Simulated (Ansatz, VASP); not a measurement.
Two plane-wave programs on SnC2

Contents of INCAR:

```
SYSTEM = SnC2
PREC = Accurate
ENCUT = 600
EDIFF = 1E-6
ISMEAR = 0
SIGMA = 0.1
LREAL = .False.
LASPH = .True.
NELM = 80
ALGO = Normal
ISIF = 3
LWAVE = .False.
LCHARG = .False.
GGA = PE
IBRION = 2
NSW = 100
EDIFFG = -0.01
```

File KPOINTS:

```
regular mesh
0
Gamma
  8 8 8
  0 0 0
```

The input POSCAR:

```
SnC2
1.0
    4.8170879525      0.0000000000      0.0000000000
    0.0000000000      4.8170879525      0.0000000000
    0.0000000000      0.0000000000      4.8170879525
Sn C
2 4
Direct
    0.0000000000      0.0000000000      0.0000000000
    0.5000000000      0.5000000000      0.5000000000
    0.2500000000      0.2500000000      0.2500000000
    0.2500000000      0.7500000000      0.7500000000
    0.7500000000      0.7500000000      0.2500000000
    0.7500000000      0.2500000000      0.7500000000
```

Input for Ansatz:

```yaml
crystal:
  lattice:
    - [4.8170879525, 0.0, 0.0]
    - [0.0, 4.8170879525, 0.0]
    - [0.0, 0.0, 4.8170879525]
  atoms:
    - { symbol: Sn, position: [0.0, 0.0, 0.0] }
    - { symbol: Sn, position: [0.5, 0.5, 0.5] }
    - { symbol: C, position: [0.25, 0.25, 0.25] }
    - { symbol: C, position: [0.25, 0.75, 0.75] }
    - { symbol: C, position: [0.75, 0.75, 0.25] }
    - { symbol: C, position: [0.75, 0.25, 0.75] }
basis:
  ecutwfc: 420
kpoints:
  mp_grid: { grid: [8, 8, 8] }
hamiltonian:
  xc: pbe
scf:
  occupations: { method: gaussian, width: 0.1 }
output:
  forces: true
  stress: true
  eigenvalues: true
relax:
  adjacent_minimum: "off"
  f_tol: 0.01
  max_steps: 80
  cell: { stress_tol: 0.05 }
```

Alike in both runs: task relaxation of cell and atoms; functional PBE; k mesh 8 × 8 × 8; occupations gaussian, width 0.1 eV; no spin polarisation.

|  | VASP | Ansatz |
| --- | --- | --- |
| version | VASP 6.6.1 | Ansatz 0.2.0 |
| potentials or method | VASP PAW PBE potentials, release 64 (Sn_d, C), cutoff 600 eV | scalar-relativistic, plane waves, PAW |
| valence electrons in the cell | 44 | 44 |

```csv
,VASP,Ansatz,Ansatz less VASP
"gap on the k mesh at the Fermi level, each at its own relaxed structure (eV)",none,none,-
relaxed volume (Å³/atom),18.63,18.66,+0.027
relaxed cell length with the largest relative difference (Å),4.817,4.819,+0.0023
```

A gap of «none» marks a metal or a gap that the smearing closes.

Noted on VASP's run: the relaxation stopped at its first step, so nothing moved.
